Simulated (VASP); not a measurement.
# Si2C (P6/mmm) in VASP: further runs, part 2 of 2

VASP 6.6.1. Earlier steps stand in the parts before.

## (6) Single point, PBE, collinear spin, ferromagnetic start

This run uses another cell than the first one, of 19.24 Å³/atom, 1.307 times its volume.

INCAR

```
PREC     = Accurate       # precision mode
ENCUT    = 520            # plane-wave cutoff, eV
EDIFF    = 1E-6           # SCF threshold, eV
ISMEAR   = 0              # smearing method
SIGMA    = 0.1            # smearing width, eV
LREAL    = False          # projectors in reciprocal space
LASPH    = True           # aspherical terms in the spheres
NELM     = 150            # most SCF steps
ALGO     = Normal         # electronic algorithm
ISIF     = 2              # what is computed and relaxed
LWAVE    = False          # write WAVECAR
LCHARG   = False          # write CHGCAR
ISPIN    = 2              # spin polarisation
MAGMOM   = 0 0 0 0 1 1    # initial moments
LORBIT   = 11             # projections on sites
GGA      = PE             # functional
NBANDS   = 25             # bands
```

KPOINTS

```
Automatic mesh
0
Gamma
  6 6 4
```

POSCAR

```
Si2C
1.0
    4.7484535938      0.0000000000      0.0000000000
   -2.3742267969      4.1122814409      0.0000000000
    0.0000000000      0.0000000000      5.9115386962
Si C
4 2
Direct
    0.5000000000      0.0000000000      0.5000000000
    0.0000000000      0.5000000000      0.5000000000
    0.5000000000      0.5000000000      0.5000000000
    0.0000000000      0.0000000000      0.0000000000
    0.0000000000      0.0000000000      0.3040516062
    0.0000000000      0.0000000000      0.6959483938
```

Potentials or basis: VASP PAW PBE potentials, release 64 (Si, C).

Started as:

```console
cat potpaw_PBE.64/Si/POTCAR potpaw_PBE.64/C/POTCAR > POTCAR
mpirun -np 1 vasp_std > vasp.out
```

Wall time 52 s (1 thread of Intel Xeon 6975P-C (Granite Rapids), shared host); peak memory 0.31 GiB.

It converged, with:

| Item | Value |
| --- | --- |
| Free energy | -28.9085 eV |
| Pressure | 0.0 GPa |
| Largest force | 0.031 eV/Å |
| Band gap on the k mesh | zero (filled and empty bands overlap) |
| Net moment | 0.00 μB per cell |
| Valence electrons inside the program's atomic spheres | Si 1.58, 1.66; C 2.21 |

Forces on the atoms (eV/Å):
```
Si   0.000  0.000  0.000
Si   0.000  0.000  0.000
Si   0.000  0.000  0.000
Si   0.000  0.000  0.000
C    0.000  0.000  0.031
C    0.000  0.000 -0.031
```

Levels at points of the mesh, in eV from the Fermi level:
Spin up:
| k point | band 8 | band 9 | band 10 | band 11 | band 12 | band 13 | band 14 | band 15 | band 16 | band 17 |
| --- | --- | --- | --- | --- | --- | --- | --- | --- | --- | --- |
| (0.00, 0.00, 0.00) | -3.81 | -3.81 | -2.56 | -1.12 | -1.12 | 0.58 | 0.58 | 0.80 | 1.11 | 2.87 |
| (0.50, 0.00, 0.00) | -2.36 | -1.66 | -0.91 | -0.68 | -0.52 | 0.73 | 0.99 | 1.37 | 2.35 | 2.41 |
| (0.00, 0.00, 0.50) | -3.87 | -3.78 | -3.78 | -2.18 | -2.18 | -1.88 | 2.50 | 2.50 | 3.03 | 3.03 |
| (0.50, 0.00, 0.50) | -3.20 | -2.66 | -1.18 | -0.49 | -0.15 | 0.73 | 1.01 | 1.39 | 3.09 | 3.17 |
Spin down:
```
           k point  band 9  band 10  band 11  band 12  band 13  band 14  band 15  band 16
(0.00, 0.00, 0.00)   -3.81    -2.56    -1.12    -1.12     0.58     0.58     0.80     1.11
(0.50, 0.00, 0.00)   -1.66    -0.91    -0.68    -0.52     0.73     0.99     1.37     2.35
(0.00, 0.00, 0.50)   -3.78    -3.78    -2.18    -2.18    -1.88     2.50     2.50     3.03
(0.50, 0.00, 0.50)   -2.66    -1.18    -0.49    -0.15     0.73     1.01     1.39     3.09
```

## (7) Relaxation of cell and atoms, PBE

This run uses another cell than the first one, of 19.24 Å³/atom, 1.307 times its volume.

INCAR

```
PREC = Accurate
ENCUT = 600
EDIFF = 1E-7
ISMEAR = 0
SIGMA = 0.1
LREAL = False
LASPH = True
NELM = 60
ALGO = Normal
ISIF = 3
LWAVE = False
LCHARG = False
GGA = PE
IBRION = 2
NSW = 100
EDIFFG = -0.01
```

KPOINTS

```
regular mesh
0
Gamma
  12 12 6
```

POSCAR is that of step 6.

Potentials or basis: VASP PAW PBE potentials, release 64 (Si, C).

Started as:

```console
cat potpaw_PBE.64/Si/POTCAR potpaw_PBE.64/C/POTCAR > POTCAR
mpirun -np 1 vasp_std > vasp.out
```

OUTCAR:

```text
PREC = Accurate
   ENCUT = 600
   EDIFF = 1E-7
   ISMEAR = 0
   LREAL = False
   LASPH = True
   NELM = 60
   ISIF = 3
   GGA = PE
   IBRION = 2
   NSW = 100
   EDIFFG = -0.01

 ion  position               nearest neighbor table
   1  0.500  0.000  0.500-   2 2.37   3 2.37   3 2.37   2 2.37
   2  0.000  0.500  0.500-   1 2.37   1 2.37   3 2.37   3 2.37
   3  0.500  0.500  0.500-   1 2.37   1 2.37   2 2.37   2 2.37
   4  0.000  0.000  0.000-   5 1.80   6 1.80
   5  0.000  0.000  0.304-   4 1.80
   6  0.000  0.000  0.696-   4 1.80

  LATTYP: Found a hexagonal cell.
 ALAT       =     4.7484535938
 C/A-ratio  =     1.2449397640

  Lattice vectors:

 A1 = (   4.7484535938,   0.0000000000,   0.0000000000)
 A2 = (  -2.3742267969,   4.1122814409,   0.0000000000)
 A3 = (   0.0000000000,   0.0000000000,   5.9115386962)

Analysis of symmetry for initial positions (statically):
=====================================================================
 Subroutine PRICEL returns:
[... 182 lines left out ...]

------------------------ aborting loop because EDIFF is reached ----------------------------------------

  FORCE on cell =-STRESS in cart. coord.  units (eV):
  Direction    XX          YY          ZZ          XY          YZ          ZX
  --------------------------------------------------------------------------------------
  -------------------------------------------------------------------------------------
  Total        0.0221706      0.0221706     -0.2218724      0.0000000     -0.0000000     -0.0000000
  in kB        0.3077172      0.3077172     -3.0794864      0.0000000     -0.0000000     -0.0000000
  external PRESSURE =      -0.8213506 kB  Pullay stress =       0.0000000 kB
[... 147 lines left out ...]
--------------------------------------- Ionic step        5  -------------------------------------------

 number of electron      23.9999998 magnetization

 Free energy of the ion-electron system (eV)
  ---------------------------------------------------
  ext. energy  EPLUGINS =         0.00000000
  ---------------------------------------------------
  free energy    TOTEN  =       -28.88568378 eV

  energy without entropy =      -28.87404034  energy(sigma->0) =      -28.87986206

 E-fermi :   4.3952     XC(G=0):  -8.8995

 val. band max:        4.3928612001   @ k =   0.2500   0.0833   0.3333
 cond. band min:       4.4170726798   @ k =   0.3333   0.2500   0.1667
 fundamental gap:      0.0242114797
 Fermi energy:         4.3951957157

 k-point     1 :       0.0000    0.0000    0.0000
  band No.  band energies     occupation
      1      -9.4241      2.00000
      2      -5.8965      2.00000
      3      -5.8052      2.00000
      4      -1.7216      2.00000
      5      -1.5707      2.00000
      6      -0.7911      2.00000
[... 433 lines left out ...]
      3      -5.8246      2.00000
      4      -4.0820      2.00000
      5      -2.2197      2.00000
      6      -1.9672      2.00000
[... 8 lines left out ...]
     15       5.4286      0.00000
     16       6.2230      0.00000

 [... further k-points ...]
[... 5 lines left out ...]
  --------------------------------------------------------------------------------------
  -------------------------------------------------------------------------------------
  Total       -0.0133607     -0.0133607     -0.0097403     -0.0000000      0.0000000     -0.0000000
  in kB       -0.1859180     -0.1859180     -0.1355390     -0.0000000      0.0000000     -0.0000000
  external PRESSURE =      -0.1691250 kB  Pullay stress =       0.0000000 kB
[... 21 lines left out ...]
  FREE ENERGIE OF THE ION-ELECTRON SYSTEM (eV)
  ---------------------------------------------------
  free  energy   TOTEN  =       -28.8856837763 eV

  energy  without entropy=      -28.8740403361  energy(sigma->0) =      -28.87986206

 reached required accuracy - stopping structural energy minimisation
```

Run time: 3.9 min. Hardware: 1 thread of Intel Xeon 6975P-C (Granite Rapids), shared host; peak memory 0.37 GiB.

What came out:

```yaml
Free_energy: -28.8857 eV
Relaxed_volume: 19.19 Å³/atom
Relaxed_cell: a = 4.753 Å, b = 4.753 Å, c = 5.886 Å, α = 90.00°, β = 90.00°, γ = 120.00°
Space_group_after_relaxing_to_0.05_Å: P6/mmm (No. 191)
Energy_gained_by_relaxing: 0.1 meV/atom
Ionic_steps: 5
Pressure_after_relaxing: 0.0 GPa
Band_gap_on_the_k_mesh: zero (band 12 reaches 5.44 eV, above the bottom of band 13 at 2.46 eV)
```

Step by step:
```csv
step,energy change (eV),largest force (eV/Å),pressure (GPa),volume (Å³)
1,0.0000,0.0127,-0.08,115.43
2,-0.0002,0.0519,0.02,115.27
3,-0.0002,0.0563,0.04,115.25
4,-0.0004,0.0373,0.02,115.21
5,-0.0006,0.0018,-0.02,115.14
```

Final structure:
```yaml
crystal:
  lattice:
    - [4.75250, 0.00000, 0.00000]
    - [-2.37625, 4.11579, 0.00000]
    - [0.00000, 0.00000, 5.88631]
  atoms:
    - { symbol: Si, position: [0.50000, 0.00000, 0.50000] }
    - { symbol: Si, position: [0.00000, 0.50000, 0.50000] }
    - { symbol: Si, position: [0.50000, 0.50000, 0.50000] }
    - { symbol: Si, position: [0.00000, 0.00000, 0.00000] }
    - { symbol: C, position: [0.00000, 0.00000, 0.30535] }
    - { symbol: C, position: [0.00000, 0.00000, 0.69465] }
```

Levels at points of the mesh, in eV from the Fermi level:
```tsv
k point	band 10	band 11	band 12	band 13	band 14	band 15
(0.00, 0.00, 0.00)	-2.59	-1.17	-1.17	0.53	0.53	0.82
(0.50, 0.00, 0.00)	-0.92	-0.76	-0.57	0.72	0.90	1.28
(0.00, 0.00, 0.50)	-3.86	-2.25	-2.25	-1.94	2.42	2.42
(0.50, 0.00, 0.50)	-1.26	-0.55	-0.26	0.66	0.98	1.30
```

## (8) Summary

| task | spin | cell | k mesh | cutoff (eV) | gap on the mesh (eV) | pressure (GPa) | moment (μB) | relaxed volume (Å³/atom) | largest force (eV/Å) |
| --- | --- | --- | --- | --- | --- | --- | --- | --- | --- |
| relaxation of cell and atoms | off | relaxed from a = 3.681, b = 3.681, c = 7.524 Å, angles 90.0, 90.0, 120.0°, 6 atoms | 6 × 6 × 2 | 600 | none | 0.0 | - | 18.95 | 0.02 |
| single point | collinear, ferromagnetic start | a = 3.681, b = 3.681, c = 7.524 Å, angles 90.0, 90.0, 120.0°, 6 atoms | 6 × 6 × 2 | 520 | none | 109.8 | 1.25 | - | 25.08 |
| single point | off | a = 4.754, b = 4.754, c = 5.888 Å, angles 90.0, 90.0, 120.0°, 6 atoms | 12 × 12 × 6 | 520 | none | 0.0 | - | - | 0.02 |
| relaxation of cell and atoms | off | relaxed from a = 4.720, b = 4.720, c = 5.925 Å, angles 90.0, 90.0, 120.0°, 6 atoms | 6 × 6 × 4 | 600 | none | -0.1 | - | 19.26 | 0.03 |
| single point | collinear, ferromagnetic start | a = 4.748, b = 4.748, c = 5.912 Å, angles 90.0, 90.0, 120.0°, 6 atoms | 6 × 6 × 4 | 520 | none | 0.0 | 0.00 | - | 0.03 |
| relaxation of cell and atoms | off | relaxed from a = 4.748, b = 4.748, c = 5.912 Å, angles 90.0, 90.0, 120.0°, 6 atoms | 12 × 12 × 6 | 600 | none | 0.0 | - | 19.19 | - |

Alike in all rows: level PBE; potentials or basis VASP PAW PBE potentials, release 64 (Si, C); smearing gaussian 0.1 eV.

Caveats: some runs use coarse meshes; the volume moved by over 15 % at a fixed basis, so the end points are rough (some runs); forces of over 1 eV/Å act on the atoms, so gaps and moduli don't describe the material at rest (some runs).

Absolute energies hang on the potentials; compare differences alone.
